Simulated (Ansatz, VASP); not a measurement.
**One calculation of Se, two programs**

The input INCAR:

```
ALGO = Normal ; EDIFF = 1E-6
EDIFFG = -0.01 ; ENCUT = 600
GGA = CA ; IBRION = 2
ISIF = 3 ; ISMEAR = -1
LASPH = T ; LCHARG = F
LREAL = F ; LWAVE = F
NELM = 60 ; NSW = 80
PREC = Accurate ; SIGMA = 0.1
```

KPOINTS

```
k-points
0
Gamma
  12 12 6
```

File POSCAR:

```
Se
1.0
    3.1360302227      0.0000000000      0.0000000000
   -1.5680151114      2.7158818399      0.0000000000
    0.0000000000      0.0000000000      5.1211373537
Se
2
Direct
    0.3333333333      0.6666666667      0.2500000000
    0.6666666667      0.3333333333      0.7500000000
```

Input for Ansatz:

```yaml
crystal:
  lattice:
    - [3.1360302227, 0.0, 0.0]
    - [-1.5680151114, 2.7158818399, 0.0]
    - [0.0, 0.0, 5.1211373537]
  atoms:
    - { symbol: Se, position: [0.3333333333, 0.6666666667, 0.25] }
    - { symbol: Se, position: [0.6666666667, 0.3333333333, 0.75] }
hamiltonian:
  xc: lda
  pseudopotentials:
    kind: paw
    azcp:
      Se: "pseudopotentials/Se.paw.azcp"
basis:
  ecutwfc: 420
  fft_grid_basis: typed
kpoints:
  mp_grid: { grid: [12, 12, 6], shift: [0, 0, 0] }
magnetization:
  spin_polarized: false
scf:
  occupations: { method: fermi_dirac, width: 0.1 }
relax:
  max_steps: 60
  f_tol: 0.01
  cell: {}
output:
  write_density: true
  write_potential: true
  elf: true
  volumetric_format: npy
```

Alike in both runs: task relaxation of cell and atoms; functional LDA; k mesh 12 × 12 × 6; occupations fermi-dirac, width 0.1 eV; no spin polarisation.

|  | VASP | Ansatz |
| --- | --- | --- |
| version | VASP 6.6.1 | Ansatz 0.2.0 |
| potentials or method | VASP PAW LDA potentials, release 64 (Se), cutoff 600 eV | plane waves (420 eV) with PAW, scalar-relativistic |
| valence electrons in the cell | 12 | 32 |

|  | VASP | Ansatz | Ansatz less VASP |
| --- | --- | --- | --- |
| relaxed volume (Å³/atom) | 20.63 | 20.60 | -0.031 |
| relaxed length of the cell vector where the two differ most in proportion (Å) | 3.817 | 3.814 | -0.0032 |

Ansatz warns that its potentials were made for another functional, while VASP's fit it. LDA's correlation is that of Perdew and Zunger in VASP and of Perdew and Wang (1992) in Ansatz. VASP's potentials hold 12 valence electrons a cell and Ansatz's 32, so a difference there can come from the potentials and not from the codes.
